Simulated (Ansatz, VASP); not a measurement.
Two plane-wave programs on CdO

The input POSCAR:

```
CdO
1.0
    0.0000000000      2.3530040397      2.3530040397
    2.3530040397      0.0000000000      2.3530040397
    2.3530040397      2.3530040397      0.0000000000
Cd O
1 1
Direct
    0.0000000000      0.0000000000      0.0000000000
    0.5000000000      0.5000000000      0.5000000000
```

File INCAR.step1:

```
SYSTEM = CdO
ALGO     = Normal         ! electronic algorithm
EDIFF    = 1E-5           ! SCF threshold, eV
ENCUT    = 770            ! plane-wave cutoff, eV
GGA      = PE             ! functional
GGA_COMPAT= .FALSE.      
ISMEAR   = -1             ! smearing method
LASPH    = .TRUE.         ! aspherical terms in the spheres
LCHARG   = .FALSE.        ! write CHGCAR
LREAL    = .FALSE.        ! projectors in reciprocal space
LWAVE    = .TRUE.         ! write WAVECAR
NBANDS   = 20             ! bands
NELM     = 120            ! most SCF steps
PREC     = Accurate       ! precision mode
SIGMA    = 0.02           ! smearing width, eV
```

File INCAR.step2:

```
SYSTEM = CdO
ALGO     = Normal         ! electronic algorithm
EDIFF    = 1E-6           ! SCF threshold, eV
ENCUT    = 770            ! plane-wave cutoff, eV
GGA_COMPAT= .FALSE.      
ISIF     = 2              ! what is computed and relaxed
ISMEAR   = -1             ! smearing method
ISTART   = 1            
LASPH    = .TRUE.         ! aspherical terms in the spheres
LCHARG   = .FALSE.        ! write CHGCAR
LMIXTAU  = .TRUE.       
LREAL    = .FALSE.        ! projectors in reciprocal space
LWAVE    = .FALSE.        ! write WAVECAR
METAGGA  = R2SCAN         ! meta-GGA
NBANDS   = 20             ! bands
NELM     = 120            ! most SCF steps
PREC     = Accurate       ! precision mode
SIGMA    = 0.02           ! smearing width, eV
```

File KPOINTS:

```
k-points
0
G
  8 8 8
  0 0 0
```

Input for Ansatz:

```yaml
crystal:
  lattice:
    - [0.0, 2.3530040397, 2.3530040397]
    - [2.3530040397, 0.0, 2.3530040397]
    - [2.3530040397, 2.3530040397, 0.0]
  atoms:
    - { symbol: Cd, position: [0.0, 0.0, 0.0] }
    - { symbol: O, position: [0.5, 0.5, 0.5] }
kpoints:
  mp_grid: { grid: [8, 8, 8] }
hamiltonian:
  xc: r2scan
scf:
  occupations: { method: fermi_dirac, width: 0.02 }
  n_extra_bands: 4
output:
  forces: true
  stress: true
  eigenvalues: true
```

Alike in both runs: task single point; functional r2SCAN; k mesh 8 × 8 × 8; occupations fermi-dirac, width 0.02 eV; no spin polarisation.

```csv
,VASP,Ansatz
version,VASP 6.6.1,Ansatz 0.2.0
potentials or method,"VASP PAW PBE potentials, release 64 (Cd_sv_GW, O)","plane waves, PAW"
plane-wave cutoff (eV),770,500
valence electrons in the cell,26,26
```

```csv
,VASP,Ansatz,Ansatz less VASP
pressure (GPa),-0.4,0.0,+0.39
```

VASP's potentials were made for PBE, not for r2SCAN. With one functional, cell and mesh, what is left measures potentials, basis and numerics.
